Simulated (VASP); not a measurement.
Write the native input for VASP 6.6.1 that does the following.

* Task: single point
* Functional: PBE
* Potentials or basis: VASP PAW PBE potentials, release 64 (Sc_sv, B, Pd)
* Cutoff: 520 eV
* k mesh: 4 × 4 × 4
* Occupations: fermi-dirac, width 0.1 eV
* Spin: no spin polarisation
* Dipole correction: no
* Further INCAR settings: ALGO = Normal; EDIFF = 1e-07; NBANDS = 30

The structure of ScBPd3 lies in POSCAR:

```
ScBPd3
1.0
    4.2349570000      0.0000000000      0.0000000000
    0.0000000000      4.2349570000      0.0000000000
    0.0000000000      0.0000000000      4.2349570000
Sc B Pd
1 1 3
Direct
    0.0000000000      0.0000000000      0.0000000000
    0.5000000000      0.5000000000      0.5000000000
    0.0000000000      0.5000000000      0.5000000000
    0.5000000000      0.5000000000      0.0000000000
    0.5000000000      0.0000000000      0.5000000000
```

The input as run:

INCAR

```
PREC = Accurate
ENCUT = 520
EDIFF = 1E-7
ISMEAR = -1
SIGMA = 0.1
LREAL = F
LASPH = T
NELM = 60
ALGO = Normal
ISIF = 2
LWAVE = F
LCHARG = F
GGA = PE
NBANDS = 30
```

KPOINTS

```
regular mesh
0
Gamma
  4 4 4
```

Potentials or basis: VASP PAW PBE potentials, release 64 (Sc_sv, B, Pd).

Command:

```sh
$ cat potpaw_PBE.64/Sc_sv/POTCAR potpaw_PBE.64/B/POTCAR potpaw_PBE.64/Pd/POTCAR > POTCAR
$ mpirun -np 1 vasp_std > vasp.out
```

It gave:

| Item | Value |
| --- | --- |
| Pressure | -0.8 GPa |
| Band gap on the k mesh | zero (band 22 reaches 8.42 eV, above the bottom of band 23 at 6.63 eV) |

Caveat: the k points lie up to 0.37 Å⁻¹ apart.

It took 41 s on 1 thread of Intel(R) Xeon(R) Platinum 8259CL CPU @ 2.50GHz (Skylake/Cascade Lake), with other jobs on the host, peak memory 0.18 GiB.
